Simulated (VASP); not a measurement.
# NaTe2 in VASP: further runs

NaTe2 is run at these levels: PBE; tasks: single point, relaxation of cell and atoms.

Program: VASP 6.6.1. These are calculated values, not measurements. Logs are shortened: lines on timing, memory, paths and dates and some standing lists are left out, and cuts for length are marked.

## 1. The cell of the first run

It takes space group P4/mmm (No. 123, tetragonal). Conventional cell: a = 4.497 Å, b = 4.497 Å, c = 4.985 Å, α = 90.00°, β = 90.00°, γ = 90.00°. Na (site symmetry 4/mmm) has 8 Te at 3.36 Å and 4 Na at 4.50 Å within 4.5 Å. Te (site symmetry mmm) has 4 Te at 3.18 Å and 4 Na at 3.36 Å within 4.2 Å. Within 4.2 Å of Te (site symmetry mmm) lie 4 Te at 3.18 Å and 4 Na at 3.36 Å.

## 2. Single point, PBE

The input, INCAR:

```
  PREC = Accurate
  ENCUT = 520
  EDIFF = 1E-6
  ISMEAR = 0
  SIGMA = 0.2
  LREAL = False
  LASPH = True
  NELM = 80
  ALGO = Fast
  ISIF = 2
  LWAVE = False
  LCHARG = False
  GGA = PE
  NBANDS = 28
```

The input, KPOINTS:

```
regular mesh
0
Gamma
  6 4 4
```

The input, POSCAR:

```
NaTe2
1.0
    0.0000000000      4.4967064717      0.0000000000
    0.0000000000      0.0000000000      4.9854685470
    8.9934129434      0.0000000000      0.0000000000
Na Te
2 4
Direct
    0.5000000000      0.0000000000      0.2500000000
    0.5000000000      0.0000000000      0.7500000000
    0.0000000000      0.5000000000      0.2500000000
    0.0000000000      0.5000000000      0.7500000000
    0.5000000000      0.5000000000      0.5000000000
    0.5000000000      0.5000000000      0.0000000000
```

Potentials or basis: VASP PAW PBE potentials, release 64 (Na_pv, Te).

Launch:

```console
> cat potpaw_PBE.64/Na_pv/POTCAR potpaw_PBE.64/Te/POTCAR > POTCAR
> mpirun -np 1 vasp_std > vasp.out
```

OUTCAR:

```text
PREC = Accurate
   ENCUT = 520
   EDIFF = 1E-6
   ISMEAR = 0
   LREAL = False
   LASPH = True
   NELM = 80
   ISIF = 2
   GGA = PE

 ion  position               nearest neighbor table
   1  0.500  0.000  0.250-
   2  0.500  0.000  0.750-
   3  0.000  0.500  0.250-   5 3.18   6 3.18   5 3.18   6 3.18
   4  0.000  0.500  0.750-   5 3.18   6 3.18   5 3.18   6 3.18
   5  0.500  0.500  0.500-   3 3.18   4 3.18   3 3.18   4 3.18
   6  0.500  0.500  0.000-   3 3.18   4 3.18   3 3.18   4 3.18

  LATTYP: Found a simple orthorhombic cell.
 ALAT       =     4.4967064717
 B/A-ratio  =     1.1086933466
 C/A-ratio  =     2.0000000000

  Lattice vectors:

 A1 = (   0.0000000000,   4.4967064717,   0.0000000000)
 A2 = (   0.0000000000,   0.0000000000,   4.9854685470)
 A3 = (   8.9934129434,   0.0000000000,   0.0000000000)

Analysis of symmetry for initial positions (statically):
=====================================================================
 Subroutine PRICEL returns following result:

  LATTYP: Found a simple tetragonal cell.
 ALAT       =     4.4967064717
 C/A-ratio  =     1.1086933466

  Lattice vectors:

 A1 = (   0.0000000000,  -4.4967064717,   0.0000000000)
 A2 = (   4.4967064717,   0.0000000000,   0.0000000000)
 A3 = (   0.0000000000,   0.0000000000,   4.9854685470)

   2 primitive cells build up your supercell.

 Routine SETGRP: Setting up the symmetry group for a
 simple orthorhombic supercell.

 Subroutine GETGRP returns: Found  8 space group operations
 (whereof  8 operations were pure point group operations)
 out of a pool of  8 trial point group operations.

The static configuration has the point symmetry D_2h.

Analysis of symmetry for dynamics (positions and initial velocities):
=====================================================================
 Subroutine PRICEL returns following result:

  LATTYP: Found a simple tetragonal cell.
 ALAT       =     4.4967064717
 C/A-ratio  =     1.1086933466

  Lattice vectors:

 A1 = (   0.0000000000,  -4.4967064717,   0.0000000000)
 A2 = (   4.4967064717,   0.0000000000,   0.0000000000)
 A3 = (   0.0000000000,   0.0000000000,   4.9854685470)

   2 primitive cells build up your supercell.

[... 100 lines left out ...]
   PREC   = accura    normal or accurate (medium, high low for compatibility)
   ISTART =      0    job   : 0-new  1-cont  2-samecut
   ICHARG =      2    charge: 1-file 2-atom 10-const
   ISPIN  =      1    spin polarized calculation?
   LNONCOLLINEAR =      F non collinear calculations
   LSORBIT =      F    spin-orbit coupling
   LASPH  =      T    aspherical Exc in radial PAW
   ENCUT  =  520.0 eV  38.22 Ry    6.18 a.u.   8.36  9.27 16.72*2*pi/ulx,y,z
   NELM   =     80;   NELMIN=  2; NELMDL= -5     # of ELM steps
   EDIFF  = 0.1E-05   stopping-criterion for ELM
   LREAL  =      F    real-space projection
   EDIFFG = 0.1E-04   stopping-criterion for IOM
   NSW    =      0    number of steps for IOM
   IBRION =     -1    ionic relax: 0-MD 1-quasi-New 2-CG
   NFREE  =      0    steps in history (QN), initial steepest desc. (CG)
   ISIF   =      2    stress and relaxation
   ISYM   =      2    0-nonsym 1-usesym 2-fastsym
   POTIM  = 0.5000    time-step for ionic-motion
   TEBEG  =    0.0;   TEEND  =   0.0 temperature during run
   PSTRESS=    0.0 pullay stress
   NELECT =      38.0000    total number of electrons
   NUPDOWN=      -1.0000    fix difference up-down
   EMIN   =  10.00;   EMAX   =-10.00  energy-range for DOS
   EFERMI =   0.00;   METHOD = LEGACY
   ISMEAR =     0;   SIGMA  =   0.20  broadening in eV -4-tet -1-fermi 0-gaus
   EFERMI_NEDOS =   21; number of points for ismear=-14 and -15
   IALGO  =     68    algorithm
   IMIX   =      4    mixing-type and parameters
     AMIX     =   0.40;   BMIX     =  1.00
     AMIX_MAG =   1.60;   BMIX_MAG =  1.00
  volume/ion in A,a.u.               =      33.60       226.76
  Fermi-wavevector in a.u.,A,eV,Ry     =   0.938630  1.773753 11.987085  0.881026
  Thomas-Fermi vector in A             =   2.065861
   LORBIT       =      0    0 simple, 1 ext, 2 COOP (PROOUT), +10 PAW based schemes
   GGA     = PE    functional components
   LHFCALC =     F    Hartree Fock is set to
   AEXX    =    0.0000 exact exchange contribution
   IVDW    =     0    specifies the selected vdW correction
   LEPSILON=     F    determine dielectric tensor
   LRPA    =     F    only Hartree local field effects (RPA)
 non-spin polarized calculation
 RMM-DIIS sequential band-by-band and
 Gauss-broadening in eV      SIGMA  =   0.20
  energy-cutoff  :      520.00
  volume of cell :      201.62
 maximum number of plane-waves:      5454
 NGX is ok and might be reduce to    36

 number of electron      37.9999983 magnetization

 Free energy of the ion-electron system (eV)
  ---------------------------------------------------
  ext. energy  EPLUGINS =         0.00000000
  ---------------------------------------------------
  free energy    TOTEN  =       -17.91986948 eV

  energy without entropy =      -17.86214820  energy(sigma->0) =      -17.89100884

 E-fermi :   3.7717     XC(G=0):  -8.1381

 val. band max:        3.7568806992   @ k =   0.5000   0.2500   0.2500
 cond. band min:       3.7827708981   @ k =   0.1667   0.2500   0.2500
 fundamental gap:      0.0258901989
 Fermi energy:         3.7716954751

 k-point     1 :       0.0000    0.0000    0.0000
  band No.  band energies     occupation
      1     -20.5124      2.00000
      2     -20.5099      2.00000
      3     -20.5097      2.00000
      4     -20.5097      2.00000
      5     -20.5096      2.00000
      6     -20.5092      2.00000
[... 733 lines left out ...]
     27      11.0357      0.00000
     28      11.3949      0.00000

 [... further k-points ...]
[... 5 lines left out ...]
  --------------------------------------------------------------------------------------
  -------------------------------------------------------------------------------------
  Total       -0.3182074      0.5508010      0.0048691      0.0000000      0.0000000      0.0000000
  in kB       -2.5286912      4.3770374      0.0386931      0.0000000      0.0000000      0.0000000
  external PRESSURE =       0.6290131 kB  Pullay stress =       0.0000000 kB

 VOLUME and BASIS-vectors are now :
 -----------------------------------------------------------------------------
  energy-cutoff  :      520.00
  volume of cell :      201.62
      direct lattice vectors                 reciprocal lattice vectors
     0.000000000  4.496706472  0.000000000     0.000000000  0.222384985  0.000000000
     0.000000000  0.000000000  4.985468547     0.000000000  0.000000000  0.200582952
     8.993412943  0.000000000  0.000000000     0.111192492  0.000000000  0.000000000

 POSITION                                       TOTAL-FORCE (eV/Angst)
 -----------------------------------------------------------------------------------
      2.24835      2.24835      0.00000        -0.000000      0.000000      0.000000
      6.74506      2.24835      0.00000        -0.000000      0.000000      0.000000
      2.24835      0.00000      2.49273         0.000000     -0.000000      0.000000
      6.74506      0.00000      2.49273         0.000000     -0.000000      0.000000
      4.49671      2.24835      2.49273         0.000000      0.000000     -0.000000
      0.00000      2.24835      2.49273         0.000000      0.000000      0.000000
 -----------------------------------------------------------------------------------
    total drift:                                0.000000      0.000000     -0.000000

  FREE ENERGIE OF THE ION-ELECTRON SYSTEM (eV)
  ---------------------------------------------------
  free  energy   TOTEN  =       -17.9198694773 eV

  energy  without entropy=      -17.8621481962  energy(sigma->0) =      -17.89100884
```

Wall time 5 min (1 thread of Oxide Virtual Turin-like, shared host); peak memory 0.35 GiB.

What came out:

| Item | Value |
| --- | --- |
| Free energy | -17.9199 eV |
| Pressure | 0.1 GPa |
| Band gap on the k mesh | zero (bands 19 and 20 overlap by 2.91 eV) |

Stress tensor (GPa, compression positive):
```
-0.25  0.00  0.00
 0.00  0.44  0.00
 0.00  0.00  0.00
```

Caveat: spin-orbit coupling is left out, which moves the levels of the heavy elements.

## 3. Single point, PBE

This run uses another cell than the first one, of the same volume but with other edges.

The input, INCAR:

```
SYSTEM = NaTe2
ALGO = Fast
EDIFF = 1E-6
ENCUT = 520
GGA = PE
ISIF = 2
ISMEAR = 0
LASPH = .True.
LCHARG = .False.
LREAL = .False.
LWAVE = .False.
NBANDS = 28
NELM = 80
PREC = Accurate
SIGMA = 0.2
```

The input, KPOINTS:

```
k-points
0
Gamma
  6 4 4
  0 0 0
```

The input, POSCAR:

```
NaTe2
1.0
   -0.0072281651      4.5827095507     -0.0354144258
   -0.0011542926     -0.0406974494      5.0009653870
    8.8118166583     -0.0151660810     -0.0023055846
Na Te
2 4
Direct
    0.5005887876     -0.0008204814      0.2496838282
    0.5029895151     -0.0008664686      0.7495650410
   -0.0016108215      0.5014390637      0.2498456972
    0.0001607336      0.5005957520      0.7507187710
    0.4995306274      0.4988063405      0.4999209276
    0.4983411579      0.5008457939      0.0002657350
```

Potentials or basis: VASP PAW PBE potentials, release 64 (Na_pv, Te).

Launch:

```console
> cat potpaw_PBE.64/Na_pv/POTCAR potpaw_PBE.64/Te/POTCAR > POTCAR
> mpirun -np 1 vasp_std > vasp.out
```

It took 9.3 min on 1 thread of Oxide Virtual Turin-like, shared host; peak memory 0.41 GiB.

It converged, with:

```
Free energy            : -17.9278 eV
Pressure               : 0.0 GPa
Largest force          : 0.023 eV/Å
Band gap on the k mesh : zero (bands 19 and 20 overlap by 2.93 eV)
```

Forces on the atoms (eV/Å):
```
Na   0.004 -0.004  0.012
Na   0.000 -0.003  0.008
Te   0.012  0.008 -0.010
Te  -0.022 -0.007 -0.005
Te   0.009 -0.002  0.005
Te  -0.004  0.008 -0.011
```

Levels at points of the mesh, in eV from the Fermi level:
```
           k point  band 16  band 17  band 18  band 19  band 20  band 21  band 22  band 23
(0.00, 0.00, 0.00)    -1.73    -1.61    -1.58    -1.42     0.37     1.37     2.04     2.23
(0.50, 0.00, 0.00)    -1.53    -1.47    -1.36    -1.27    -1.18     2.98     3.29     3.44
(0.00, 0.50, 0.00)    -1.87    -1.70    -1.65    -1.32    -0.34     2.08     2.27     2.99
(0.50, 0.50, 0.00)    -2.08    -1.67    -1.39    -1.38    -1.08     1.99     2.86     3.50
(0.00, 0.00, 0.50)    -2.65    -0.28    -0.28     0.41     0.42     0.46     0.48     1.90
(0.50, 0.00, 0.50)    -1.55    -1.45    -1.44     1.65     1.66     1.88     1.90     3.43
(0.00, 0.50, 0.50)    -2.90    -1.08    -1.07     0.50     0.51     0.57     0.59     4.67
(0.50, 0.50, 0.50)    -2.52    -2.33    -2.33     1.72     1.74     1.94     1.97     3.18
```

Caveat: spin-orbit coupling is left out, which moves the levels of the heavy elements.

## 4. Relaxation of cell and atoms, PBE

This run uses another cell than the first one: it holds 3 atoms, not 6.

The input, INCAR:

```
PREC = Accurate ; ENCUT = 600
EDIFF = 1E-6 ; ISMEAR = 0
SIGMA = 0.1 ; LREAL = False
LASPH = True ; NELM = 80
ALGO = Fast ; ISIF = 3
LWAVE = False ; LCHARG = False
GGA = PE ; IBRION = 2
NSW = 100 ; EDIFFG = -0.01
```

The input, KPOINTS:

```
Automatic mesh
0
Gamma
  10 10 10
```

The input, POSCAR:

```
NaTe2
1.0
    4.4989578000      0.0000000000      0.0000000000
    0.0000000000      4.4989578000      0.0000000000
    0.0000000000      0.0000000000      4.9805313000
Na Te
1 2
Direct
    0.5000000000      0.5000000000      0.0000000000
    0.5000000000      0.0000000000      0.5000000000
    0.0000000000      0.5000000000      0.5000000000
```

Launch:

```console
> cat potpaw_PBE.64/Na_pv/POTCAR potpaw_PBE.64/Te/POTCAR > POTCAR
> mpirun -np 1 vasp_std > vasp.out
```

Run time: 4.8 min. Hardware: 1 thread of Oxide Virtual Turin-like, shared host; peak memory 0.34 GiB.

The run converged. Its results:

```yaml
Free_energy: -8.9727 eV
Energy_gained_by_relaxing: 0.0 meV/atom
Ionic_steps: 3
Pressure_after_relaxing: 0.0 GPa
Band_gap_on_the_k_mesh: zero (an odd number of electrons rules out a gap without spin polarisation)
```

Final structure:
```
Na Te
1.0
     4.49576    0.00000    0.00000
     0.00000    4.49576    0.00000
     0.00000    0.00000    4.98725
Na Te
1 2
Direct
  0.50000 0.50000 0.00000
  0.50000 0.00000 0.50000
  0.00000 0.50000 0.50000
```

Levels at points of the mesh, in eV from the Fermi level:
```csv
k point,band 7,band 8,band 9,band 10,band 11,band 12
"(0.00, 0.00, 0.00)",-3.59,-2.97,0.44,1.44,2.18,2.18
"(0.50, 0.00, 0.00)",-1.64,-1.59,-1.55,-1.54,-1.24,3.16
"(0.50, 0.50, 0.00)",-5.04,-1.25,-1.25,3.52,3.73,4.14
"(0.00, 0.00, 0.50)",-3.53,-3.53,-0.29,2.22,2.22,3.04
"(0.50, 0.00, 0.50)",-2.48,-1.72,-1.48,-1.46,-1.13,5.24
"(0.50, 0.50, 0.50)",-4.93,-2.08,-2.08,2.05,2.91,3.59
```

Caveat: spin-orbit coupling is left out, which moves the levels of the heavy elements; an odd number of electrons without spin polarisation forces a metal; a magnetic or distorted state may lie lower.

## 5. Summary

```tsv
task	cell	k mesh	cutoff (eV)	smearing	gap on the mesh (eV)	pressure (GPa)
single point	a = 4.497, b = 4.985, c = 8.993 Å, 6 atoms, atomic positions A	6 × 4 × 4	520	gaussian 0.2 eV	none	0.1
single point	a = 4.583, b = 5.001, c = 8.812 Å, angles 90.0, 90.2, 90.9°, 6 atoms, atomic positions B	6 × 4 × 4	520	gaussian 0.2 eV	none	0.0
relaxation of cell and atoms	relaxed from a = 4.499, b = 4.499, c = 4.981 Å, 3 atoms, atomic positions C	10 × 10 × 10	600	gaussian 0.1 eV	none	0.0
```

Alike in all rows: level PBE; potentials or basis VASP PAW PBE potentials, release 64 (Na_pv, Te); no spin polarisation.

Caveats: spin-orbit coupling is left out, which moves the levels of the heavy elements; an odd number of electrons without spin polarisation forces a metal (at least some runs); a magnetic or distorted state may lie lower (at least some runs).

Total energies depend on the potentials used, so only differences within one code and one set of settings carry meaning.

The gap in the log of VASP goes by the Fermi energy; the results here count the filled bands.